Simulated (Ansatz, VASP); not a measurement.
**MnSi in VASP and in Ansatz**

The input INCAR:

```
SYSTEM = MnSi
ALGO = Normal ; EDIFF = 1E-7
ENCUT = 520 ; GGA = PE
ISIF = 2 ; ISMEAR = -1
ISPIN = 2 ; LASPH = .True.
LCHARG = .False. ; LMAXMIX = 4
LORBIT = 11 ; LREAL = .False.
LWAVE = .False. ; MAGMOM = 4 0
NBANDS = 20 ; NELM = 150
PREC = Accurate ; SIGMA = 0.05
```

KPOINTS

```
k-points
0
Gamma
  9 9 9
  0 0 0
```

Contents of POSCAR:

```
MnSi
1.0
    3.0721807200      0.0000000000      0.0000000000
    0.0000000000      3.0721807200      0.0000000000
    0.0000000000      0.0000000000      3.0721807200
Mn Si
1 1
Direct
   -0.0073970000      0.0007490000      0.0077810000
    0.4827530000      0.4925360000      0.4983900000
```

input.yaml

```yaml
crystal:
  lattice:
    - [3.07218072, 0.0, 0.0]
    - [0.0, 3.07218072, 0.0]
    - [0.0, 0.0, 3.07218072]
  atoms:
    - { symbol: Mn, position: [-0.007397, 0.000749, 0.007781], spin: 4.0 }
    - { symbol: Si, position: [0.482753, 0.492536, 0.49839] }
kpoints:
  mp_grid: { grid: [9, 9, 9] }
scf:
  occupations: { method: fermi_dirac, width: 0.05 }
hamiltonian:
  xc: pbe
  pseudopotentials: { kind: all_electron, lapw: { basis_error: 0.001 } }
magnetization:
  spin_polarized: true
output:
  forces: true
  stress: true
  eigenvalues: true
  populations: true
```

Change from the starting cell: atoms moved at random, drawn with an rms of 0.05 Å.

Alike in both runs: task single point; functional PBE; k mesh 9 × 9 × 9; occupations fermi-dirac, width 0.05 eV; collinear spin.

```csv
,VASP,Ansatz
version,VASP 6.6.1,Ansatz 0.2.0
potentials or method,"VASP PAW PBE potentials, release 64 (Mn_pv, Si), cutoff 520 eV","all-electron LAPW, scalar-relativistic"
```

```tsv
	VASP	Ansatz	Ansatz less VASP
gap on the k mesh at the Fermi level (eV)	none	none	-
pressure (GPa)	-17.7	-30.6	-12.87
traceless stress, the component that is largest in VASP (GPa)	0.05	0.09	+0.038
rms of the force components (eV/Å)	0.044	0.022	-0.0217
net moment per atom (μB)	1.26	0.49	-0.775
size of the moment on the site where the two differ most (μB)	2.63	1.11	-1.515
```

The net moments are unlike, so the other rows may belong to different states. Site moments also hang on the region over which each program counts them. Atom by atom the forces differ by 0.022 eV/Å (rms over components). A gap of «none» marks a metal or a gap that the smearing closes. Ansatz ran all-electron here, and VASP with PAW potentials.

Noted on Ansatz's run: the cell as given lies far from equilibrium.
